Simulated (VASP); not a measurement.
Wanted: the native input for a VASP 6.6.1 run.

- Task: single point
- Functional: r2SCAN
- Potentials or basis: VASP PAW PBE potentials, release 64 (Si)
- Cutoff: 520 eV
- k mesh: 8 × 8 × 2
- Occupations: gaussian, width 0.02 eV
- Spin: no spin polarisation
- Dipole correction: no
- Further INCAR settings: ALGO = Normal; EDIFF = 1e-07; NBANDS = 36

Si:

```
Si
1.0
     1.91550   -5.35883    0.00000
     1.91550    5.35883    0.00000
     0.00000    0.00000   12.68626
Si
12
Cartesian
  1.9155 -2.7578 11.9895
  1.9155 2.7578 0.6968
  1.9155 -2.7578 7.0399
  1.9155 2.7578 5.6463
  1.9155 0.7643 1.9951
  1.9155 -0.7643 10.6911
  1.9155 0.7643 4.3480
  1.9155 -0.7643 8.3382
  1.9155 -5.0515 11.5371
  1.9155 5.0515 1.1491
  1.9155 -5.0515 7.4922
  1.9155 5.0515 5.1940
```

These files were run (other wordings do the same):

POSCAR

```
Si
1.0
    1.9155026735     -5.3588271906      0.0000000000
    1.9155026735      5.3588271906      0.0000000000
    0.0000000000      0.0000000000     12.6862551966
Si
12
Direct
    0.7573183264      0.2426816736      0.9450752754
    0.2426816736      0.7573183264      0.0549247246
    0.7573183264      0.2426816736      0.5549247246
    0.2426816736      0.7573183264      0.4450752754
    0.4286864630      0.5713135370      0.1572661549
    0.5713135370      0.4286864630      0.8427338451
    0.4286864630      0.5713135370      0.3427338451
    0.5713135370      0.4286864630      0.6572661549
    0.9713249274      0.0286750726      0.9094201286
    0.0286750726      0.9713249274      0.0905798714
    0.9713249274      0.0286750726      0.5905798714
    0.0286750726      0.9713249274      0.4094201286
```

INCAR.step1

```
SYSTEM = Si
PREC = Accurate
ENCUT = 520
ISMEAR = 0
SIGMA = 0.02
LREAL = .FALSE.
LASPH = .TRUE.
NELM = 100
NBANDS = 36
GGA = PE
ALGO = Normal
EDIFF = 1E-4
LWAVE = .TRUE.
LCHARG = .FALSE.
```

INCAR.step2

```
SYSTEM = Si
PREC = Accurate
ENCUT = 520
EDIFF = 1E-7
ISMEAR = 0
SIGMA = 0.02
LREAL = .FALSE.
LASPH = .TRUE.
NELM = 100
ALGO = Normal
ISIF = 2
LWAVE = .FALSE.
LCHARG = .TRUE.
METAGGA = R2SCAN
LMIXTAU = .TRUE.
LELF = .TRUE.
LVHAR = .TRUE.
NBANDS = 36
ISTART = 1
```

KPOINTS

```
regular mesh
0
G
  8 8 2
  0 0 0
```

Potentials or basis: VASP PAW PBE potentials, release 64 (Si).

Command:

```console
$ cat potpaw_PBE.64/Si/POTCAR > POTCAR
$ cp INCAR.step1 INCAR
$ mpirun -np 1 vasp_std > vasp.out
$ cp INCAR.step2 INCAR
$ mpirun -np 1 vasp_std > vasp.out
```

It gave:

* Pressure: -0.2 GPa
* Largest force: 0.008 eV/Å
* Band gap on the k mesh: 0.71 eV (least direct gap 0.78 eV)

Caveat: the PAW data sets were made with another functional, which shifts forces and pressure a little.

Run time: 17 min on 1 thread of Intel(R) Xeon(R) 6975P-C (Granite Rapids), on a shared host, peak memory 0.56 GiB.
